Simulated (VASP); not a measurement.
AlN, 4 atoms in the cell. It takes space group P6_3mc (No. 186, hexagonal). The conventional cell has a = 3.181 Å, b = 3.181 Å, c = 4.746 Å, α = 90.00°, β = 90.00°, γ = 120.00°. Al (site symmetry 3m) has 4 N at 1.89 to 1.90 Å within 2.5 Å. Within 2.5 Å of N (site symmetry 3m) lie 4 Al at 1.89 to 1.90 Å. 

* Program: VASP 6.6.1
* Task: single point
* Functional: LDA
* Potentials or basis: VASP PAW LDA potentials, release 64 (Al, N)
* Cutoff: 520 eV
* k mesh: 9 × 9 × 6
* Occupations: gaussian, width 0.05 eV
* Spin: no spin polarisation
* Dipole correction: no
* Further INCAR settings: ALGO = Normal; EDIFF = 1e-06; NBANDS = 16

Potentials or basis: VASP PAW LDA potentials, release 64 (Al, N).

Run with:

```console
$ cat potpaw_LDA.64/Al/POTCAR potpaw_LDA.64/N/POTCAR > POTCAR
$ mpirun -np 1 vasp_std > vasp.out
```

Hardware: 1 thread of Intel(R) Xeon(R) Platinum 8259CL CPU @ 2.50GHz (Skylake/Cascade Lake), on a shared host.

Question: How long does it take, and how much memory?

Answer: Wall time 19 s on 1 thread of Intel(R) Xeon(R) Platinum 8259CL CPU @ 2.50GHz (Skylake/Cascade Lake) (shared host), peak memory 0.15 GiB. Counts: scf iterations 12, k points 48.
